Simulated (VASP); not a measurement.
Mg:

```
Mg
1.0
     0.00000    2.94686    2.94686
     2.94686    0.00000    2.94686
     2.94686    2.94686    0.00000
Mg
2
Direct
  0.50000 0.50000 0.50000
  0.75000 0.75000 0.75000
```

This isn't the form of Mg at room conditions, which is hcp.

- Program: VASP 6.6.1
- Task: relaxation of cell and atoms
- Functional: PBEsol
- Potentials or basis: VASP PAW PBE potentials, release 64 (Mg_sv)
- Cutoff: 750 eV
- k mesh: 6 × 6 × 6
- Occupations: gaussian, width 0.1 eV
- Spin: no spin polarisation

At the start: pressure 10.6 GPa; volume 25.59 Å³/atom.

Question: How do energy, volume and symmetry change on relaxing?

Answer: Over 6 steps the energy falls by 307.9 meV/atom and the volume is 38.90 Å³/atom (+52.0 %); space group Fd-3m (No. 227, to 0.1 Å) before and after.

Step by step:
| step | energy change (eV) | largest force (eV/Å) | pressure (GPa) | volume (Å³) |
| --- | --- | --- | --- | --- |
| 1 | 0.0000 | 0.0000 | 10.57 | 51.18 |
| 2 | -0.5136 | 0.0000 | 2.88 | 64.73 |
| 3 | -0.6024 | 0.0000 | 0.87 | 72.73 |
| 4 | -0.5280 | 0.0000 | -2.33 | 90.66 |
| 5 | -0.6151 | 0.0000 | 0.20 | 76.63 |
| 6 | -0.6159 | 0.0000 | 0.01 | 77.80 |

Final structure:
```
Mg
1.0
     0.00000    3.38837    3.38837
     3.38837    0.00000    3.38837
     3.38837    3.38837    0.00000
Mg
2
Direct
  0.50000 0.50000 0.50000
  0.75000 0.75000 0.75000
```

Caveat: the volume moved by over 15 % at a fixed basis, so the end points are rough; the PAW data sets were made with another functional, which shifts forces and pressure a little.
